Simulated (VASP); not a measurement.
Input of a VASP 6.6.1 run:

File INCAR:

```
PREC = Accurate ; ENCUT = 600
EDIFF = 1E-6 ; ISMEAR = -1
SIGMA = 0.1 ; LREAL = False
LASPH = True ; NELM = 60
ALGO = Normal ; ISIF = 3
LWAVE = False ; LCHARG = False
GGA = PE ; IBRION = 2
NSW = 80 ; EDIFFG = -0.01
```

The input KPOINTS:

```
regular mesh
0
Gamma
  4 4 4
```

POSCAR

```
Te
1.0
    6.1330711348      0.0000000000      0.0000000000
    0.0000000000      6.1330711348      0.0000000000
    0.0000000000      0.0000000000      6.1330711348
Te
8
Direct
    0.0000000000      0.0000000000      0.0000000000
    0.5000000000      0.5000000000      0.5000000000
    0.2500000000      0.0000000000      0.5000000000
    0.7500000000      0.0000000000      0.5000000000
    0.5000000000      0.2500000000      0.0000000000
    0.5000000000      0.7500000000      0.0000000000
    0.0000000000      0.5000000000      0.2500000000
    0.0000000000      0.5000000000      0.7500000000
```

Potentials or basis: VASP PAW PBE potentials, release 64 (Te).

Command:

```bash
$ cat potpaw_PBE.64/Te/POTCAR > POTCAR
$ mpirun -np 1 vasp_std > vasp.out
```

Problem. Predict the relaxed cell.

Solution. a = 6.158 Å, b = 6.158 Å, c = 6.158 Å, α = 90.00°, β = 90.00°, γ = 90.00°.

Problem. Estimate the space group after relaxing (to 0.05 Å).

Solution. Pm-3n (No. 223).

Problem. What does it give for the relaxed volume?

Solution. 29.19 Å³/atom.

Step by step:
```tsv
step	energy change (eV)	largest force (eV/Å)	pressure (GPa)	volume (Å³)
1	0.0000	0.0000	0.64	230.69
2	-0.0049	0.0000	-0.21	234.54
3	-0.0056	0.0000	0.00	233.53
```
